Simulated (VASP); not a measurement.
Here is a VASP 6.6.1 calculation.

The input INCAR:

```
SYSTEM = GaN
PREC = Accurate
ENCUT = 600
EDIFF = 1E-6
ISMEAR = -1
SIGMA = 0.02
LREAL = .FALSE.
LASPH = .TRUE.
NELM = 120
ALGO = Normal
ISIF = 2
LWAVE = .FALSE.
LCHARG = .TRUE.
GGA = PE
LELF = .TRUE.
LVHAR = .TRUE.
NBANDS = 16
GGA_COMPAT = .FALSE.
```

File KPOINTS:

```
regular mesh
0
G
  8 8 8
  0 0 0
```

Contents of POSCAR:

```
GaN
1.0
    2.6955547957      0.0000000000      0.0000000000
    0.0000000000      2.6955547957      0.0000000000
    0.0000000000      0.0000000000      2.6955547957
Ga N
1 1
Direct
    0.0000000000      0.0000000000      0.0000000000
    0.5000000000      0.5000000000      0.5000000000
```

Potentials or basis: VASP PAW PBE potentials, release 64 (Ga_d, N).

Command:

```sh
$ cat potpaw_PBE.64/Ga_d/POTCAR potpaw_PBE.64/N/POTCAR > POTCAR
$ mpirun -np 1 vasp_std > vasp.out
```

Task: Predict the pressure.

Result: 8.9 GPa.

Task: What does it give for the band gap on the k mesh?

Result: Zero (bands 9 and 10 overlap by 1.66 eV).

Caveat: the cell stands under pressure; the structure was generated, so it needn't be the stable form of GaN.
